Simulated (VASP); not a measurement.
A run of VASP 6.6.1:

POSCAR

```
SnO2
1.0
    5.0247838109      0.0000000000      0.0000000000
    0.0000000000      5.0250366587      0.0000000000
    0.0000000000      0.0000000000      2.8720525353
Sn O
2 4
Direct
    0.5000000000      0.5000000000      0.5000000000
    0.0000000000      0.0000000000      0.0000000000
    0.3058623572      0.3059582262      0.0000000000
    0.8058623572      0.1940417738      0.5000000000
    0.1941376428      0.8059582262      0.5000000000
    0.6941376428      0.6940417738      0.0000000000
```

INCAR.step1

```
SYSTEM = SnO2
PREC = Accurate ; ENCUT = 520
ISMEAR = 0 ; SIGMA = 0.05
LREAL = .False. ; LASPH = .True.
NELM = 80 ; NBANDS = 35
GGA = PE ; ALGO = Normal
EDIFF = 1E-4 ; LWAVE = .True.
LCHARG = .False.
```

INCAR.step2

```
SYSTEM = SnO2
PREC = Accurate ; ENCUT = 520
EDIFF = 1E-7 ; ISMEAR = 0
SIGMA = 0.05 ; LREAL = .False.
LASPH = .True. ; NELM = 80
ALGO = Normal ; ISIF = 2
LWAVE = .False. ; LCHARG = .False.
METAGGA = R2SCAN ; LMIXTAU = .True.
NBANDS = 35 ; ISTART = 1
```

KPOINTS

```
regular mesh
0
Gamma
  6 6 10
  0 0 0
```

Potentials or basis: VASP PAW PBE potentials, release 64 (Sn_d, O).

The run is started by

```bash
$ cat potpaw_PBE.64/Sn_d/POTCAR potpaw_PBE.64/O/POTCAR > POTCAR
$ cp INCAR.step1 INCAR
$ mpirun -np 1 vasp_std > vasp.out
$ cp INCAR.step2 INCAR
$ mpirun -np 1 vasp_std > vasp.out
```

Hardware: 1 thread of Intel(R) Xeon(R) Platinum 8259CL CPU @ 2.50GHz (Skylake/Cascade Lake) (shared host).

Q: How long does it take, and how much memory?

A: Run time: 12 min on 1 thread of Intel(R) Xeon(R) Platinum 8259CL CPU @ 2.50GHz (Skylake/Cascade Lake) (shared host), peak memory 0.32 GiB. Counts: k points 96.
